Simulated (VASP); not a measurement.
A run of VASP 6.6.1 is set up as follows.

File INCAR:

```
SYSTEM = CaO
ALGO = Normal
EDIFF = 1E-7
ENCUT = 520
GGA = RE
ISIF = 2
ISMEAR = -1
IVDW = 13
LASPH = .True.
LCHARG = .False.
LREAL = .False.
LWAVE = .False.
NBANDS = 15
NELM = 80
PREC = Accurate
SIGMA = 0.05
```

File KPOINTS:

```
k-points
0
Gamma
  10 10 10
  0 0 0
```

The input POSCAR:

```
CaO
1.0
    0.0000000000      2.4075483105      2.4075483105
    2.4075483105      0.0000000000      2.4075483105
    2.4075483105      2.4075483105      0.0000000000
Ca O
1 1
Direct
    0.0000000000      0.0000000000      0.0000000000
    0.5000000000      0.5000000000      0.5000000000
```

Potentials or basis: VASP PAW PBE potentials, release 64 (Ca_sv, O).

Launch:

```sh
$ cat potpaw_PBE.64/Ca_sv/POTCAR potpaw_PBE.64/O/POTCAR > POTCAR
$ mpirun -np 1 vasp_std > vasp.out
```

Q: Predict the dispersion energy per atom.

A: -0.283 eV.

Q: Estimate the band gap on the k mesh.

A: 3.72 eV (least direct gap 4.09 eV).

 A k mesh can miss the band edges.
